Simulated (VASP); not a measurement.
# La (Im-3m) in VASP: notebook, part 2 of 2

VASP 6.6.1. The steps go on from the part before.

### Step 3. Relaxation of cell and atoms, r2SCAN

This run uses another cell than the first one, of 37.31 Å³/atom, 0.976 times its volume.

Input file POSCAR:

```
La
1.0
    4.2100000000      0.0000000000      0.0000000000
    0.0000000000      4.2100000000      0.0000000000
    0.0000000000      0.0000000000      4.2100000000
La
2
Direct
    0.0000000000      0.0000000000      0.0000000000
    0.5000000000      0.5000000000      0.5000000000
```

Input file INCAR.step1:

```
PREC = Accurate
ENCUT = 600
ISMEAR = -1
SIGMA = 0.05
LREAL = False
LASPH = True
NELM = 100
GGA = PE
ALGO = Normal
EDIFF = 1E-4
LWAVE = True
LCHARG = False
```

Input file INCAR.step2:

```
PREC = Accurate
ENCUT = 600
EDIFF = 1E-7
ISMEAR = -1
SIGMA = 0.05
LREAL = False
LASPH = True
NELM = 100
ALGO = Normal
ISIF = 3
LWAVE = False
LCHARG = False
METAGGA = R2SCAN
LMIXTAU = True
IBRION = 2
NSW = 80
EDIFFG = -0.01
ISTART = 1
```

Input file KPOINTS:

```
regular mesh
0
Gamma
  5 5 5
```

Potentials or basis: VASP PAW PBE potentials, release 64 (La).

Launch:

```
$ cat potpaw_PBE.64/La/POTCAR > POTCAR
$ cp INCAR.step1 INCAR
$ mpirun -np 1 vasp_std > vasp.out
$ cp INCAR.step2 INCAR
$ mpirun -np 1 vasp_std > vasp.out
```

OUTCAR:

```text
PREC = Accurate
   ENCUT = 600
   EDIFF = 1E-7
   ISMEAR = -1
   LREAL = False
   LASPH = True
   NELM = 100
   ISIF = 3
   METAGGA = R2SCAN
   IBRION = 2
   NSW = 80
   EDIFFG = -0.01
   ISTART = 1

 ion  position               nearest neighbor table
   1  0.000  0.000  0.000-   2 3.65   2 3.65   2 3.65   2 3.65   2 3.65   2 3.65   2 3.65   2 3.65

   2  0.500  0.500  0.500-   1 3.65   1 3.65   1 3.65   1 3.65   1 3.65   1 3.65   1 3.65   1 3.65

  LATTYP: Found a simple cubic cell.
 ALAT       =     4.2100000000

  Lattice vectors:

 A1 = (   4.2100000000,   0.0000000000,   0.0000000000)
 A2 = (   0.0000000000,   4.2100000000,   0.0000000000)
 A3 = (   0.0000000000,   0.0000000000,   4.2100000000)

Analysis of symmetry for initial positions (statically):
=====================================================================
 Subroutine PRICEL returns following result:

  LATTYP: Found a body centered cubic cell.
 ALAT       =     4.2100000000

  Lattice vectors:

 A1 = (   2.1050000000,   2.1050000000,  -2.1050000000)
 A2 = (  -2.1050000000,   2.1050000000,   2.1050000000)
 A3 = (   2.1050000000,  -2.1050000000,   2.1050000000)

   2 primitive cells build up your supercell.

[... 155 lines left out ...]
 number of electron      22.0000003 magnetization

 Free energy of the ion-electron system (eV)
  ---------------------------------------------------
  ext. energy  EPLUGINS =         0.00000000
  ---------------------------------------------------
  free energy    TOTEN  =       -59.29737038 eV

  energy without entropy =      -59.24212455  energy(sigma->0) =      -59.26974746

------------------------ aborting loop because EDIFF is reached ----------------------------------------

  FORCE on cell =-STRESS in cart. coord.  units (eV):
  Direction    XX          YY          ZZ          XY          YZ          ZX
  --------------------------------------------------------------------------------------
  -------------------------------------------------------------------------------------
  Total        0.3237218      0.3237218      0.3237218     -0.0000000      0.0000000     -0.0000000
  in kB        6.9508237      6.9508237      6.9508237     -0.0000000      0.0000000     -0.0000000
  external PRESSURE =       6.9508237 kB  Pullay stress =       0.0000000 kB
[... 59 lines left out ...]
--------------------------------------- Ionic step        3  -------------------------------------------

 number of electron      21.9999999 magnetization

 Free energy of the ion-electron system (eV)
  ---------------------------------------------------
  ext. energy  EPLUGINS =         0.00000000
  ---------------------------------------------------
  free energy    TOTEN  =       -59.30165770 eV

  energy without entropy =      -59.24634157  energy(sigma->0) =      -59.27399963

 E-fermi :   7.6969     XC(G=0): -10.0932

 val. band max:        7.6752602662   @ k =   0.4000   0.2000   0.2000
 cond. band min:       7.7089098740   @ k =   0.4000   0.4000   0.2000
 fundamental gap:      0.0336496077
 Fermi energy:         7.6968935777

 k-point     1 :       0.0000    0.0000    0.0000
  band No.  band energies     occupation
      1     -26.4765      2.00000
      2     -26.1416      2.00000
      3      -9.8982      2.00000
      4      -9.8982      2.00000
      5      -9.8982      2.00000
      6      -9.0370      2.00000
      7      -9.0370      2.00000
      8      -9.0370      2.00000
      9       4.3024      2.00000
     10       5.6433      2.00000
     11       5.6433      2.00000
     12       9.3720      0.00000
     13       9.3720      0.00000
     14       9.3720      0.00000
[... 190 lines left out ...]
  FREE ENERGIE OF THE ION-ELECTRON SYSTEM (eV)
  ---------------------------------------------------
  free  energy   TOTEN  =       -59.3016576958 eV

  energy  without entropy=      -59.2463415691  energy(sigma->0) =      -59.27399963

 reached required accuracy - stopping structural energy minimisation
```

OSZICAR.step1:

```text
N       E                     dE             d eps       ncg     rms          rms(c)
DAV:   1     0.256197611199E+03    0.25620E+03   -0.84210E+03   300   0.221E+03
DAV:   2     0.305841447061E+02   -0.22561E+03   -0.22391E+03   460   0.338E+02
DAV:   3    -0.509496563181E+01   -0.35679E+02   -0.35165E+02   520   0.157E+02
DAV:   4    -0.923940564304E+01   -0.41444E+01   -0.41065E+01   592   0.568E+01
DAV:   5    -0.954328574646E+01   -0.30388E+00   -0.30084E+00   512   0.135E+01    0.323E+00
DAV:   6    -0.955423865979E+01   -0.10953E-01   -0.31688E-01   592   0.508E+00    0.174E+00
DAV:   7    -0.955501416828E+01   -0.77551E-03   -0.64298E-02   552   0.251E+00    0.483E-01
DAV:   8    -0.956007168816E+01   -0.50575E-02   -0.14165E-02   552   0.108E+00    0.244E-01
DAV:   9    -0.956294498857E+01   -0.28733E-02   -0.85451E-03   528   0.862E-01    0.370E-02
DAV:  10    -0.956297818289E+01   -0.33194E-04   -0.48029E-04   584   0.273E-01
   1 F= -.95629782E+01 E0= -.95328032E+01  d E =-.603500E-01
```

Wall time 4.4 min (1 thread of AMD EPYC 7R43 (Zen 3), shared host); peak memory 0.2 GiB.

What came out:

```
Free energy                            : -59.3017 eV
Relaxed volume                         : 38.32 Å³/atom
Relaxed cell                           : a = 4.248 Å, b = 4.248 Å, c = 4.248 Å, α = 90.00°, β = 90.00°, γ = 90.00°
Space group after relaxing (to 0.05 Å) : Im-3m (No. 229)
Energy gained by relaxing              : 2.1 meV/atom
Ionic steps                            : 3
Pressure after relaxing                : 0.0 GPa
Band gap on the k mesh                 : zero (band 11 reaches 7.74 eV, above the bottom of band 12 at 7.68 eV)
```

Step by step:
```tsv
step	energy change (eV)	largest force (eV/Å)	pressure (GPa)	volume (Å³)
1	0.0000	0.0000	0.70	74.62
2	-0.0042	0.0000	0.08	76.38
3	-0.0043	0.0000	0.00	76.63
```

Final structure:
```xyz
2
Lattice="4.2475 0.0000 0.0000 0.0000 4.2475 0.0000 0.0000 0.0000 4.2475" Properties=species:S:1:pos:R:3 pbc="T T T"
La    0.0000    0.0000    0.0000
La    2.1238    2.1238    2.1238
```

Caveat: the PAW data sets were made with another functional, which shifts forces and pressure a little; spin-orbit coupling is left out, which moves the levels of the heavy elements.
